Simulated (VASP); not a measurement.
# BaCaF4 (P4/mmm) in VASP: a series of runs, part 2 of 2

VASP 6.6.1. Earlier steps stand in the parts before.

## Step 3: Single point, r2SCAN

POSCAR

```
BaCaF4
1.0
    4.0706559646      0.0000000000      0.0000000000
    0.0000000000      4.0706559646      0.0000000000
    0.0000000000      0.0000000000      5.9647005680
Ba F Ca
1 4 1
Direct
    0.0000000000      0.0000000000      0.0000000000
    0.0000000000      0.5000000000      0.7227238450
    0.0000000000      0.5000000000      0.2772761550
    0.5000000000      0.0000000000      0.2772761550
    0.5000000000      0.0000000000      0.7227238450
    0.5000000000      0.5000000000      0.5000000000
```

INCAR.step1

```
PREC = Accurate
ENCUT = 520
ISMEAR = 0
SIGMA = 0.01
LREAL = False
LASPH = True
NELM = 100
NBANDS = 33
GGA = PE
ALGO = Normal
EDIFF = 1E-4
LWAVE = True
LCHARG = False
```

INCAR.step2

```
PREC = Accurate
ENCUT = 520
EDIFF = 1E-6
ISMEAR = 0
SIGMA = 0.01
LREAL = False
LASPH = True
NELM = 100
ALGO = Normal
ISIF = 2
LWAVE = False
LCHARG = False
METAGGA = R2SCAN
LMIXTAU = True
NBANDS = 33
ISTART = 1
```

KPOINTS

```
regular mesh
0
Gamma
  6 6 4
```

Potentials or basis: VASP PAW PBE potentials, release 64 (Ba_sv, F, Ca_sv).

Run with:

```sh
cat potpaw_PBE.64/Ba_sv/POTCAR potpaw_PBE.64/F/POTCAR potpaw_PBE.64/Ca_sv/POTCAR > POTCAR
cp INCAR.step1 INCAR
mpirun -np 1 vasp_std > vasp.out
cp INCAR.step2 INCAR
mpirun -np 1 vasp_std > vasp.out
```

OUTCAR:

```text
PREC = Accurate
   ENCUT = 520
   EDIFF = 1E-6
   ISMEAR = 0
   LREAL = False
   LASPH = True
   NELM = 100
   ISIF = 2
   METAGGA = R2SCAN
   ISTART = 1

 ion  position               nearest neighbor table
   1  0.000  0.000  0.000-   2 2.62   3 2.62   4 2.62   5 2.62   2 2.62   3 2.62   4 2.62   5 2.62

   2  0.000  0.500  0.723-   6 2.43   6 2.43   1 2.62   1 2.62
   3  0.000  0.500  0.277-   6 2.43   6 2.43   1 2.62   1 2.62
   4  0.500  0.000  0.277-   6 2.43   6 2.43   1 2.62   1 2.62
   5  0.500  0.000  0.723-   6 2.43   6 2.43   1 2.62   1 2.62
   6  0.500  0.500  0.500-   2 2.43   3 2.43   4 2.43   5 2.43   4 2.43   5 2.43   2 2.43   3 2.43

  LATTYP: Found a simple tetragonal cell.
 ALAT       =     4.0706559646
 C/A-ratio  =     1.4652922330

  Lattice vectors:

 A1 = (   4.0706559646,   0.0000000000,   0.0000000000)
 A2 = (   0.0000000000,   4.0706559646,   0.0000000000)
 A3 = (   0.0000000000,   0.0000000000,   5.9647005680)

Analysis of symmetry for initial positions (statically):
=====================================================================
 Subroutine PRICEL returns:
 Original cell was already a primitive cell.

 Routine SETGRP: Setting up the symmetry group for a
 simple tetragonal supercell.

 Subroutine GETGRP returns: Found 16 space group operations
 (whereof 16 operations were pure point group operations)
 out of a pool of 16 trial point group operations.

The static configuration has the point symmetry D_4h.

Analysis of symmetry for dynamics (positions and initial velocities):
=====================================================================
 Subroutine PRICEL returns:
 Original cell was already a primitive cell.

 Routine SETGRP: Setting up the symmetry group for a
 simple tetragonal supercell.

 Subroutine GETGRP returns: Found 16 space group operations
 (whereof 16 operations were pure point group operations)
 out of a pool of 16 trial point group operations.

The dynamic configuration has the point symmetry D_4h.

 Subroutine INISYM returns: Found 16 space group operations
 (whereof 16 operations are pure point group operations),
[... 128 lines left out ...]
   LORBIT       =      0    0 simple, 1 ext, 2 COOP (PROOUT), +10 PAW based schemes
   METAGGA = R2SCAN    functional components
   LHFCALC =     F    Hartree Fock is set to
   AEXX    =    0.0000 exact exchange contribution
   IVDW    =     0    specifies the selected vdW correction
   LEPSILON=     F    determine dielectric tensor
   LRPA    =     F    only Hartree local field effects (RPA)
 non-spin polarized calculation
 Gauss-broadening in eV      SIGMA  =   0.01
  energy-cutoff  :      520.00
  volume of cell :       98.84
 maximum number of plane-waves:      2680
   NGX = 15   NGY = 15   NGZ = 23

 number of electron      47.9999989 magnetization

 Free energy of the ion-electron system (eV)
  ---------------------------------------------------
  ext. energy  EPLUGINS =         0.00000000
  ---------------------------------------------------
  free energy    TOTEN  =       -70.60990962 eV

  energy without entropy =      -70.60990962  energy(sigma->0) =      -70.60990962

 E-fermi :  -1.7129     XC(G=0):  -9.7492

 val. band max:       -1.8444764428   @ k =   0.3333   0.3333   0.5000
 cond. band min:       4.8731993681   @ k =   0.0000   0.0000   0.0000
 fundamental gap:      6.7176758109
 Fermi energy:        -1.7129147626

 k-point     1 :       0.0000    0.0000    0.0000
  band No.  band energies     occupation
      1     -39.6055      2.00000
      2     -25.5464      2.00000
      3     -22.8464      2.00000
      4     -22.4280      2.00000
      5     -22.4076      2.00000
      6     -22.2163      2.00000
[... 853 lines left out ...]
     32       9.3143      0.00000
     33       9.3205      0.00000

 [... further k-points ...]

------------------------ aborting loop because EDIFF is reached ----------------------------------------

  FORCE on cell =-STRESS in cart. coord.  units (eV):
  Direction    XX          YY          ZZ          XY          YZ          ZX
  --------------------------------------------------------------------------------------
  -------------------------------------------------------------------------------------
  Total        0.5643040      0.5643040      0.6404200      0.0000000      0.0000000     -0.0000000
  in kB        9.1475817      9.1475817     10.3814502      0.0000000      0.0000000     -0.0000000
  external PRESSURE =       9.5588712 kB  Pullay stress =       0.0000000 kB

 VOLUME and BASIS-vectors are now :
 -----------------------------------------------------------------------------
  energy-cutoff  :      520.00
  volume of cell :       98.84
      direct lattice vectors                 reciprocal lattice vectors
     4.070655965  0.000000000  0.000000000     0.245660652  0.000000000  0.000000000
     0.000000000  4.070655965  0.000000000     0.000000000  0.245660652  0.000000000
     0.000000000  0.000000000  5.964700568     0.000000000  0.000000000  0.167653009

 POSITION                                       TOTAL-FORCE (eV/Angst)
 -----------------------------------------------------------------------------------
      0.00000      0.00000      0.00000        -0.000000     -0.000000     -0.000000
      0.00000      2.03533      4.31083         0.000000      0.000000     -0.057554
      0.00000      2.03533      1.65387        -0.000000      0.000000      0.057554
      2.03533      0.00000      1.65387        -0.000000     -0.000000      0.057554
      2.03533      0.00000      4.31083        -0.000000     -0.000000     -0.057554
      2.03533      2.03533      2.98235        -0.000000     -0.000000     -0.000000
 -----------------------------------------------------------------------------------
    total drift:                                0.000000      0.000000      0.000000

  FREE ENERGIE OF THE ION-ELECTRON SYSTEM (eV)
  ---------------------------------------------------
  free  energy   TOTEN  =       -70.6099096155 eV

  energy  without entropy=      -70.6099096155  energy(sigma->0) =      -70.60990962
```

OUTCAR.step1:

```text
PREC = Accurate
   ENCUT = 520
   ISMEAR = 0
   LREAL = False
   LASPH = True
[... 1101 lines left out ...]
      0.00000      2.03533      1.65387         0.000000      0.000000      0.006295
      2.03533      0.00000      1.65387        -0.000000      0.000000      0.006295
      2.03533      0.00000      4.31083        -0.000000      0.000000     -0.006295
      2.03533      2.03533      2.98235        -0.000000      0.000000      0.000000
 -----------------------------------------------------------------------------------
    total drift:                                0.000000      0.000000      0.000000

  FREE ENERGIE OF THE ION-ELECTRON SYSTEM (eV)
  ---------------------------------------------------
  free  energy   TOTEN  =       -34.0554777132 eV

  energy  without entropy=      -34.0554777132  energy(sigma->0) =      -34.05547771
```

OSZICAR.step1:

```text
N       E                     dE             d eps       ncg     rms          rms(c)
DAV:   1     0.424177297383E+03    0.42418E+03   -0.25698E+04  1980   0.142E+03
DAV:   2    -0.973325357302E+01   -0.43391E+03   -0.41782E+03  2672   0.370E+02
DAV:   3    -0.359311930836E+02   -0.26198E+02   -0.26076E+02  2572   0.926E+01
DAV:   4    -0.371453525406E+02   -0.12142E+01   -0.12131E+01  3428   0.134E+01
DAV:   5    -0.371525017123E+02   -0.71492E-02   -0.71487E-02  2411   0.107E+00    0.121E+01
DAV:   6    -0.339787136069E+02    0.31738E+01   -0.13813E+01  2283   0.217E+01    0.578E+00
DAV:   7    -0.340073367415E+02   -0.28623E-01   -0.82003E-01  2667   0.500E+00    0.304E+00
DAV:   8    -0.340375880675E+02   -0.30251E-01   -0.10770E-01  2345   0.262E+00    0.561E-01
DAV:   9    -0.340512034613E+02   -0.13615E-01   -0.35788E-02  2395   0.112E+00    0.189E-01
DAV:  10    -0.340553057615E+02   -0.41023E-02   -0.55118E-03  2275   0.458E-01    0.445E-02
DAV:  11    -0.340554522657E+02   -0.14650E-03   -0.40452E-04  2454   0.110E-01    0.356E-02
DAV:  12    -0.340554777132E+02   -0.25447E-04   -0.79720E-05  1455   0.658E-02
   1 F= -.34055478E+02 E0= -.34055478E+02  d E =-.267916E-47
```

Wall time 9.5 min (1 thread of Intel Xeon 8259CL, shared host); peak memory 0.27 GiB.

Results:

- Free energy: -70.6099 eV
- Pressure: 1.0 GPa
- Largest force: 0.058 eV/Å
- Band gap on the k mesh: 6.72 eV (least direct gap 6.98 eV)

Forces on the atoms (eV/Å):
```
Ba   0.000  0.000  0.000
F    0.000  0.000 -0.058
F    0.000  0.000  0.058
F    0.000  0.000  0.058
F    0.000  0.000 -0.058
Ca   0.000  0.000  0.000
```

Stress tensor (GPa, compression positive):
```
0.91 0.00 0.00
0.00 0.91 0.00
0.00 0.00 1.04
```

Levels at points of the mesh, in eV from the valence-band top:
| k point | band 21 | band 22 | band 23 | band 24 | band 25 | band 26 | band 27 | band 28 |
| --- | --- | --- | --- | --- | --- | --- | --- | --- |
| (0.00, 0.00, 0.00) | -0.31 | -0.31 | -0.29 | -0.26 | 6.72 | 8.40 | 9.42 | 9.52 |
| (0.50, 0.00, 0.00) | -0.69 | -0.66 | -0.49 | -0.01 | 8.46 | 9.32 | 9.67 | 9.67 |
| (0.50, 0.50, 0.00) | -0.49 | -0.39 | -0.27 | -0.15 | 6.89 | 8.90 | 9.84 | 9.84 |
| (0.00, 0.00, 0.50) | -0.47 | -0.47 | -0.18 | -0.18 | 7.30 | 9.16 | 9.60 | 9.87 |
| (0.50, 0.00, 0.50) | -0.79 | -0.40 | -0.39 | -0.12 | 9.32 | 9.35 | 9.69 | 9.73 |
| (0.50, 0.50, 0.50) | -0.28 | -0.27 | -0.18 | -0.18 | 7.14 | 9.03 | 9.65 | 10.18 |

Caveat: the PAW data sets were made with another functional, which shifts forces and pressure a little; spin-orbit coupling is left out, which moves the levels of the heavy elements. A k mesh can miss the band edges.
